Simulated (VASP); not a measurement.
Runs of VASP 6.6.1 on B. Symmetry: P6/mmm, No. 191, hexagonal system. Conventional cell: a = 1.702 Å, b = 1.702 Å, c = 3.635 Å, α = 90.00°, β = 90.00°, γ = 120.00°. B (site symmetry 6/mmm) has 6 B at 1.70 Å within 2.3 Å. 

```csv
k mesh,gap on the mesh (eV),pressure (GPa)
15 × 15 × 6,none,-3.4
5 × 5 × 2,none,6.6
11 × 11 × 5,none,-4.6
8 × 8 × 3,none,(a)
```

Alike in all rows: task single point; level LDA; potentials or basis VASP PAW LDA potentials, release 64 (B); no spin polarisation; cell as given; cutoff (eV) 520; smearing methfessel-paxton 0.05 eV.

**Question.** Estimate the missing entries.

**Answer.** (a) -1.4.

Caveats: some runs use coarse meshes.

A gap of «none» marks levels without a gap at the run's occupations.
